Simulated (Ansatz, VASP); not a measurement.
Two plane-wave programs on CuO

```
Cu O
1.0
     2.34465   -1.71340    0.00000
     2.34465    1.71340    0.00000
    -0.86055    0.00000    5.05944
Cu O
2 2
Direct
  0.00320 0.49680 0.00000
  0.49680 0.00320 0.50000
  0.57140 0.40560 0.25370
  0.40560 0.57140 0.75370
```

Alike in both runs: functional LDA; k mesh 6 × 6 × 3; occupations fermi-dirac, width 0.05 eV; no spin polarisation.

|  | VASP | Ansatz |
| --- | --- | --- |
| version | VASP 6.6.1 | Ansatz 0.2.0 |
| potentials or method | VASP PAW LDA potentials, release 64 (Cu_sv_GW, O) | Ansatz PAW |
| plane-wave cutoff (eV) | 700 | 420 |
| valence electrons in the cell | 50 | 50 |
| task | single point | band structure |

|  | VASP | Ansatz | Ansatz less VASP |
| --- | --- | --- | --- |
| gap on the k mesh at the Fermi level (eV) | none | none | - |
| pressure (GPa) | -11.9 | -9.5 | +2.39 |
| traceless stress, the component that is largest in VASP (GPa) | 3.46 | 3.69 | +0.234 |
| rms of the force components (eV/Å) | 0.417 | 0.409 | -0.0076 |

LDA's correlation is that of Perdew and Zunger in VASP and of Perdew and Wang (1992) in Ansatz. Atom by atom the forces differ by 0.019 eV/Å (rms over components). A gap of «none» marks a metal or a gap that the smearing closes.

The k mesh is coarse, so the values compare programs but aren't converged.
